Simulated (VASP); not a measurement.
# NaI (I4/mmm) in VASP: further runs, part 2 of 2

VASP 6.6.1. The steps go on from the part before.

## Step 4: Single point, r2SCAN (strain +0.015 along x and y, -0.030 along z)

File POSCAR:

```
NaI
1.0
    0.0000000000      3.2849460000      3.1393080000
    3.2849460000      0.0000000000      3.1393080000
    3.2849460000      3.2849460000      0.0000000000
Na I
1 1
Direct
    0.0000000000      0.0000000000      0.0000000000
    0.5000000000      0.5000000000      0.5000000000
```

File INCAR.step1:

```
SYSTEM = NaI
PREC = Accurate
ENCUT = 520
ISMEAR = 0
SIGMA = 0.05
LREAL = .FALSE.
LASPH = .TRUE.
NELM = 100
NBANDS = 14
GGA = PE
ALGO = Normal
EDIFF = 1E-4
LWAVE = .TRUE.
LCHARG = .FALSE.
```

File INCAR.step2:

```
SYSTEM = NaI
PREC = Accurate
ENCUT = 520
EDIFF = 1E-7
ISMEAR = 0
SIGMA = 0.05
LREAL = .FALSE.
LASPH = .TRUE.
NELM = 100
ALGO = Normal
ISIF = 2
LWAVE = .FALSE.
LCHARG = .FALSE.
METAGGA = R2SCAN
LMIXTAU = .TRUE.
NBANDS = 14
ISTART = 1
```

File KPOINTS:

```
regular mesh
0
G
  6 6 6
  0 0 0
```

Potentials or basis: VASP PAW PBE potentials, release 64 (Na_pv, I).

On the command line:

```sh
$ cat potpaw_PBE.64/Na_pv/POTCAR potpaw_PBE.64/I/POTCAR > POTCAR
$ cp INCAR.step1 INCAR
$ mpirun -np 1 vasp_std > vasp.out
$ cp INCAR.step2 INCAR
$ mpirun -np 1 vasp_std > vasp.out
```

OUTCAR:

```text
SYSTEM = NaI
   PREC = Accurate
   ENCUT = 520
   EDIFF = 1E-7
   ISMEAR = 0
   LREAL = .FALSE.
   LASPH = .TRUE.
   NELM = 100
   ISIF = 2
   METAGGA = R2SCAN
   ISTART = 1

 ion  position               nearest neighbor table
   1  0.000  0.000  0.000-   2 3.14   2 3.14
   2  0.500  0.500  0.500-   1 3.14   1 3.14

  LATTYP: Found a body centered tetragonal cell.
 ALAT       =     4.6456151849
 C/A-ratio  =     1.3515144389

  Lattice vectors:

 A1 = (   0.0000000000,  -3.2849460000,  -3.1393080000)
 A2 = (   0.0000000000,   3.2849460000,  -3.1393080000)
 A3 = (   3.2849460000,   0.0000000000,   3.1393080000)

Analysis of symmetry for initial positions (statically):
=====================================================================
 Subroutine PRICEL returns:
 Original cell was already a primitive cell.

 Routine SETGRP: Setting up the symmetry group for a
 body centered tetragonal supercell.

 Subroutine GETGRP returns: Found 16 space group operations
 (whereof 16 operations were pure point group operations)
 out of a pool of 16 trial point group operations.

The static configuration has the point symmetry D_4h.

Analysis of symmetry for dynamics (positions and initial velocities):
=====================================================================
 Subroutine PRICEL returns:
 Original cell was already a primitive cell.

 Routine SETGRP: Setting up the symmetry group for a
 body centered tetragonal supercell.

 Subroutine GETGRP returns: Found 16 space group operations
 (whereof 16 operations were pure point group operations)
 out of a pool of 16 trial point group operations.

The dynamic configuration has the point symmetry D_4h.

 Subroutine INISYM returns: Found 16 space group operations
 (whereof 16 operations are pure point group operations),
 and found     1 'primitive' translations

----------------------------------------------------------------------------------------

                                     Primitive cell

  volume of cell :      67.7517

  direct lattice vectors                    reciprocal lattice vectors
     0.000000000  3.284946000  3.139308000    -0.152209504  0.152209504  0.159270769
     3.284946000  0.000000000  3.139308000     0.152209504 -0.152209504  0.159270769
     3.284946000  3.284946000  0.000000000     0.152209504  0.152209504 -0.159270769

  length of vectors
     4.543800715  4.543800715  4.645615185     0.267773494  0.267773494  0.267773494

  position of ions in fractional coordinates (direct lattice)
     0.000000000  0.000000000  0.000000000
     0.500000000  0.500000000  0.500000000

  ion indices of the primitive-cell ions
   primitive index   ion index
                 1           1
                 2           2

----------------------------------------------------------------------------------------

 KPOINTS: regular mesh

Automatic generation of k-mesh.
 Grid dimensions read from file:
 generate k-points for:    6    6    6

 Generating k-lattice:

  Cartesian coordinates                     Fractional coordinates (reciprocal lattice)
[... 39 lines left out ...]
  0.333333  0.000000  0.333333      4.000000
  0.500000  0.000000  0.333333     16.000000
 [... further k-points ...]
   k-points           NKPTS =     30   k-points in BZ     NKDIM =     30   number of bands    NBANDS=     14
   number of dos      NEDOS =    301   number of ions     NIONS =      2
   total plane-waves  NPLWV =  46656
   dimension x,y,z NGX =    36 NGY =   36 NGZ =   36
   dimension x,y,z NGXF=    72 NGYF=   72 NGZF=   72
   ions per type =               1   1
   NGX,Y,Z   is equivalent  to a cutoff of  13.17, 13.17, 12.88 a.u.
   NGXF,Y,Z  is equivalent  to a cutoff of  26.34, 26.34, 25.77 a.u.
 SYSTEM =  NaI
   PREC   = accura    normal or accurate (medium, high low for compatibility)
   ISTART =      1    job   : 0-new  1-cont  2-samecut
   ICHARG =      0    charge: 1-file 2-atom 10-const
   ISPIN  =      1    spin polarized calculation?
   LNONCOLLINEAR =      F non collinear calculations
   LSORBIT =      F    spin-orbit coupling
   LASPH  =      T    aspherical Exc in radial PAW
   ENCUT  =  520.0 eV  38.22 Ry    6.18 a.u.   8.45  8.45  8.64*2*pi/ulx,y,z
   NELM   =    100;   NELMIN=  2; NELMDL=  0     # of ELM steps
   EDIFF  = 0.1E-06   stopping-criterion for ELM
   LREAL  =      F    real-space projection
   EDIFFG = 0.1E-05   stopping-criterion for IOM
   NSW    =      0    number of steps for IOM
   IBRION =     -1    ionic relax: 0-MD 1-quasi-New 2-CG
   NFREE  =      0    steps in history (QN), initial steepest desc. (CG)
   ISIF   =      2    stress and relaxation
   ISYM   =      2    0-nonsym 1-usesym 2-fastsym
   POTIM  = 0.5000    time-step for ionic-motion
   TEBEG  =    0.0;   TEEND  =   0.0 temperature during run
   PSTRESS=    0.0 pullay stress
   NELECT =      14.0000    total number of electrons
   NUPDOWN=      -1.0000    fix difference up-down
   EMIN   =  10.00;   EMAX   =-10.00  energy-range for DOS
   EFERMI =   0.00;   METHOD = LEGACY
   ISMEAR =     0;   SIGMA  =   0.05  broadening in eV -4-tet -1-fermi 0-gaus
   EFERMI_NEDOS =   21; number of points for ismear=-14 and -15
   IALGO  =     38    algorithm
   IMIX   =      4    mixing-type and parameters
     AMIX     =   0.40;   BMIX     =  1.00
     AMIX_MAG =   1.60;   BMIX_MAG =  1.00
  volume/ion in A,a.u.               =      33.88       228.61
  Fermi-wavevector in a.u.,A,eV,Ry     =   0.967856  1.828982 12.745191  0.936745
  Thomas-Fermi vector in A             =   2.097777
   LORBIT       =      0    0 simple, 1 ext, 2 COOP (PROOUT), +10 PAW based schemes
   METAGGA = R2SCAN    functional components
   LHFCALC =     F    Hartree Fock is set to
   AEXX    =    0.0000 exact exchange contribution
   IVDW    =     0    specifies the selected vdW correction
   LEPSILON=     F    determine dielectric tensor
   LRPA    =     F    only Hartree local field effects (RPA)
 non-spin polarized calculation
 Gauss-broadening in eV      SIGMA  =   0.05
  energy-cutoff  :      520.00
  volume of cell :       67.75
 maximum number of plane-waves:      1842
 NGX is ok and might be reduce to    36
   NGX = 17   NGY = 17   NGZ = 17

 number of electron      13.9999996 magnetization

 Free energy of the ion-electron system (eV)
  ---------------------------------------------------
  ext. energy  EPLUGINS =         0.00000000
  ---------------------------------------------------
  free energy    TOTEN  =       -31.07761968 eV

  energy without entropy =      -31.07761968  energy(sigma->0) =      -31.07761968

 E-fermi :   0.7367     XC(G=0):  -8.0689

 val. band max:        0.5026853864   @ k =   0.0000   0.0000   0.0000
 cond. band min:       4.9265262174   @ k =   0.0000   0.0000   0.0000
 fundamental gap:      4.4238408310
 Fermi energy:         0.7367080947

 k-point     1 :       0.0000    0.0000    0.0000
  band No.  band energies     occupation
      1     -22.7640      2.00000
      2     -22.7638      2.00000
      3     -22.7612      2.00000
      4     -10.8658      2.00000
      5       0.4416      2.00000
      6       0.5027      2.00000
      7       0.5027      2.00000
      8       4.9265      0.00000
      9       8.8707      0.00000
     10       8.8707      0.00000
     11       9.1634      0.00000
     12      10.5628      0.00000
     13      11.0511      0.00000
     14      11.6125      0.00000
[... 377 lines left out ...]
      1     -22.7672      2.00000
      2     -22.7652      2.00000
      3     -22.7629      2.00000
      4     -10.4805      2.00000
      5      -1.3073      2.00000
      6      -0.4974      2.00000
      7      -0.1237      2.00000
      8       6.2652      0.00000
      9       7.2304      0.00000
     10       9.7229      0.00000
     11      10.7864      0.00000
     12      12.2652      0.00000
     13      13.5714      0.00000
     14      14.5561      0.00000

 [... further k-points ...]

------------------------ aborting loop because EDIFF is reached ----------------------------------------

  FORCE on cell =-STRESS in cart. coord.  units (eV):
  Direction    XX          YY          ZZ          XY          YZ          ZX
  --------------------------------------------------------------------------------------
  -------------------------------------------------------------------------------------
  Total       -0.2281755     -0.2281755      0.3126343      0.0000000     -0.0000000      0.0000000
  in kB       -5.3958415     -5.3958415      7.3931046      0.0000000     -0.0000000      0.0000000
  external PRESSURE =      -1.1328595 kB  Pullay stress =       0.0000000 kB

 VOLUME and BASIS-vectors are now :
 -----------------------------------------------------------------------------
  energy-cutoff  :      520.00
  volume of cell :       67.75
      direct lattice vectors                 reciprocal lattice vectors
     0.000000000  3.284946000  3.139308000    -0.152209504  0.152209504  0.159270769
     3.284946000  0.000000000  3.139308000     0.152209504 -0.152209504  0.159270769
     3.284946000  3.284946000  0.000000000     0.152209504  0.152209504 -0.159270769

 POSITION                                       TOTAL-FORCE (eV/Angst)
 -----------------------------------------------------------------------------------
      0.00000      0.00000      0.00000        -0.000000     -0.000000     -0.000000
      3.28495      3.28495      3.13931         0.000000      0.000000      0.000000
 -----------------------------------------------------------------------------------
    total drift:                                0.000000      0.000000      0.000000

  FREE ENERGIE OF THE ION-ELECTRON SYSTEM (eV)
  ---------------------------------------------------
  free  energy   TOTEN  =       -31.0776196753 eV

  energy  without entropy=      -31.0776196753  energy(sigma->0) =      -31.07761968
```

OUTCAR.step1:

```text
SYSTEM = NaI
   PREC = Accurate
   ENCUT = 520
   ISMEAR = 0
   LREAL = .FALSE.
   LASPH = .TRUE.
[... 631 lines left out ...]
      0.00000      0.00000      0.00000        -0.000000      0.000000      0.000000
      3.28495      3.28495      3.13931         0.000000     -0.000000      0.000000
 -----------------------------------------------------------------------------------
    total drift:                                0.000000      0.000000      0.000000

  FREE ENERGIE OF THE ION-ELECTRON SYSTEM (eV)
  ---------------------------------------------------
  free  energy   TOTEN  =        -5.3769550316 eV

  energy  without entropy=       -5.3769550316  energy(sigma->0) =       -5.37695503
```

OSZICAR.step1:

```text
N       E                     dE             d eps       ncg     rms          rms(c)
DAV:   1     0.798259632792E+02    0.79826E+02   -0.64765E+03   840   0.889E+02
DAV:   2     0.910057526421E+00   -0.78916E+02   -0.73514E+02   888   0.218E+02
DAV:   3    -0.528831326065E+01   -0.61984E+01   -0.61596E+01  1098   0.589E+01
DAV:   4    -0.544197960494E+01   -0.15367E+00   -0.15362E+00  1140   0.941E+00
DAV:   5    -0.544520302966E+01   -0.32234E-02   -0.32234E-02  1112   0.126E+00    0.162E+00
DAV:   6    -0.538358251996E+01    0.61621E-01   -0.71122E-02  1080   0.155E+00    0.110E+00
DAV:   7    -0.537488388316E+01    0.86986E-02   -0.65162E-02  1068   0.130E+00    0.616E-01
DAV:   8    -0.537699418875E+01   -0.21103E-02   -0.54004E-03   990   0.579E-01    0.184E-01
DAV:   9    -0.537695503163E+01    0.39157E-04   -0.21607E-04  1056   0.127E-01
   1 F= -.53769550E+01 E0= -.53769550E+01  d E =-.723636E-20
```

Wall time 91 s (1 thread of AMD EPYC 9R45 (Zen 5), shared host); peak memory 0.2 GiB.

What came out:

```yaml
Free_energy: -31.0776 eV
Pressure: -0.1 GPa
Band_gap_on_the_k_mesh: 4.42 eV
```

Caveat: the cell differs from its parent crystal (strain +0.015 along x and y, -0.030 along z); the PAW data sets were made with another functional, which shifts forces and pressure a little; spin-orbit coupling is left out, which moves the levels of the heavy elements.

## Step 5: Summary

```csv
cell,gap on the mesh (eV),pressure (GPa)
"a = 4.579, b = 4.579, c = 4.440 Å, angles 61.0, 61.0, 58.0°, 2 atoms",4.51,0.5
"a = 4.509, b = 4.509, c = 4.577 Å, angles 59.5, 59.5, 61.0°, 2 atoms",4.52,0.4
"a = 4.544, b = 4.544, c = 4.646 Å, angles 59.3, 59.3, 61.5°, 2 atoms",4.42,-0.1
```

Alike in all rows: task single point; level r2SCAN; potentials or basis VASP PAW PBE potentials, release 64 (Na_pv, I); no spin polarisation; k mesh 6 × 6 × 6; cutoff (eV) 520; smearing gaussian 0.05 eV.

Caveats: the PAW data sets were made with another functional, which shifts forces and pressure a little; spin-orbit coupling is left out, which moves the levels of the heavy elements.

Total energies depend on the potentials used, so only differences within one code and one set of settings carry meaning.
